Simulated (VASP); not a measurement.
Here is a VASP 6.6.1 calculation.

File INCAR:

```
PREC     = Accurate       # precision mode
ENCUT    = 520            # plane-wave cutoff, eV
EDIFF    = 1E-6           # SCF threshold, eV
ISMEAR   = 0              # smearing method
SIGMA    = 0.1            # smearing width, eV
LREAL    = False          # projectors in reciprocal space
LASPH    = True           # aspherical terms in the spheres
NELM     = 100            # most SCF steps
ALGO     = Normal         # electronic algorithm
ISIF     = 2              # what is computed and relaxed
LWAVE    = False          # write WAVECAR
LCHARG   = True           # write CHGCAR
GGA      = PE             # functional
LELF     = True           # ELF
LVHAR    = True         
NBANDS   = 36             # bands
```

The input KPOINTS:

```
regular mesh
0
Gamma
  6 6 6
```

Contents of POSCAR:

```
C
1.0
    4.8359043000      0.0000000000      0.0000000000
   -2.4179521500      4.1880159700      0.0000000000
    0.0000000000      0.0000000000      3.2861402800
C
12
Direct
    0.2898411700      0.0000000000      0.0000000000
    0.0000000000      0.2898411700      0.6666666700
    0.7101588300      0.7101588300      0.3333333300
    0.7101588300      0.0000000000      0.5000000000
    0.0000000000      0.7101588300      0.1666666700
    0.2898411700      0.2898411700      0.8333333300
    0.4082289600      0.8164579300      0.7500000000
    0.1835420700      0.5917710400      0.4166666700
    0.4082289600      0.5917710400      0.0833333300
    0.5917710400      0.1835420700      0.2500000000
    0.8164579300      0.4082289600      0.9166666700
    0.5917710400      0.4082289600      0.5833333300
```

Potentials or basis: VASP PAW PBE potentials, release 64 (C).

Command:

```console
$ cat potpaw_PBE.64/C/POTCAR > POTCAR
$ mpirun -np 1 vasp_std > vasp.out
```

Q: Estimate the band gap on the k mesh.

A: 4.68 eV, indirect (least direct gap 4.90 eV).

Q: Predict the pressure.

A: 36.9 GPa.

Q: What does it give for the largest force?

A: 0.627 eV/Å.

Stress tensor (GPa, compression positive):
```
30.50  0.00  0.00
 0.00 30.50  0.00
 0.00  0.00 49.79
```

A k mesh can miss the band edges. As with any semilocal functional, this PBE gap is likely too small.
